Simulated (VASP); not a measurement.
The system is SiC.

```
Si C
1.0
     2.39842   -1.39179    0.00000
     2.39842    1.39179    0.00000
    -0.29287    0.00000    4.19553
Si C
1 1
Cartesian
  3.8532 0.0000 2.0982
  0.6507 0.0000 2.0974
```

| Property | Result |
| --- | --- |
| Program | VASP 6.6.1 |
| Task | relaxation of cell and atoms |
| Functional | PBE |
| Potentials or basis | VASP PAW PBE potentials, release 64 (Si, C) |
| Cutoff | 600 eV |
| k mesh | 8 × 8 × 4 |
| Occupations | gaussian, width 0.1 eV |
| Spin | no spin polarisation |

At the start: pressure 66.5 GPa; volume 14.01 Å³/atom.

**Question.** Where does the relaxation end?

**Answer.** Over 26 steps the energy falls by 873.1 meV/atom and the volume is 19.44 Å³/atom (+38.8 %); space group Cm (No. 8, to 0.05 Å).

The path:
| step | energy change (eV) | largest force (eV/Å) | pressure (GPa) | volume (Å³) |
| --- | --- | --- | --- | --- |
| 1 | 0.0000 | 0.5781 | 66.46 | 28.01 |
| 2 | 2.4169 | 0.0224 | -21.48 | 56.55 |
| 3 | -1.6710 | 0.7250 | -6.62 | 36.34 |
| 4 | -1.7188 | 0.7434 | -1.77 | 35.27 |
| 5 | -1.7236 | 0.7476 | 0.57 | 34.81 |
| 6 | -1.7232 | 0.7467 | -0.19 | 34.95 |
| 7 | -1.6962 | 1.4080 | -0.91 | 35.30 |
| 8 | -1.7325 | 0.0589 | -0.66 | 35.07 |
| 9 | -1.7335 | 0.0502 | 1.39 | 34.81 |
| 10 | -1.7341 | 0.0085 | 0.60 | 34.91 |
| 11 | -1.7351 | 0.0294 | 0.47 | 35.07 |
| 12 | -1.7355 | 0.0777 | 0.29 | 35.28 |
| 13 | -1.7360 | 0.0429 | 0.22 | 35.37 |
| 14 | -1.7370 | 0.0620 | -0.01 | 35.63 |
| 15 | -1.7373 | 0.2724 | -0.43 | 36.14 |
| 16 | -1.7374 | 0.2003 | -0.29 | 35.97 |
| 17 | -1.7383 | 0.1896 | -0.21 | 36.08 |
| 18 | -1.7405 | 0.1578 | 0.01 | 36.41 |
| 19 | -1.7433 | 0.0945 | 0.46 | 37.06 |
| 20 | -1.7435 | 0.0336 | 1.28 | 38.33 |
| 21 | -1.7442 | 0.0235 | 0.95 | 37.81 |
| 22 | -1.7454 | 0.0635 | 0.32 | 38.33 |
| 23 | -1.7455 | 0.1094 | -0.03 | 38.62 |
| 24 | -1.7458 | 0.0405 | -0.16 | 38.75 |
| 25 | -1.7459 | 0.0216 | -0.26 | 38.86 |
| 26 | -1.7461 | 0.0181 | -0.05 | 38.87 |

Final structure:
```
Si C
1.0
     2.67907   -1.54812   -0.11852
     2.67907    1.54812   -0.11852
    -0.51341    0.00000    4.70892
Si C
1 1
Direct
  0.83339 0.83339 0.49992
  0.16661 0.16661 0.50008
```

Caveat: the volume moved by over 15 % at a fixed basis, so the end points are rough.
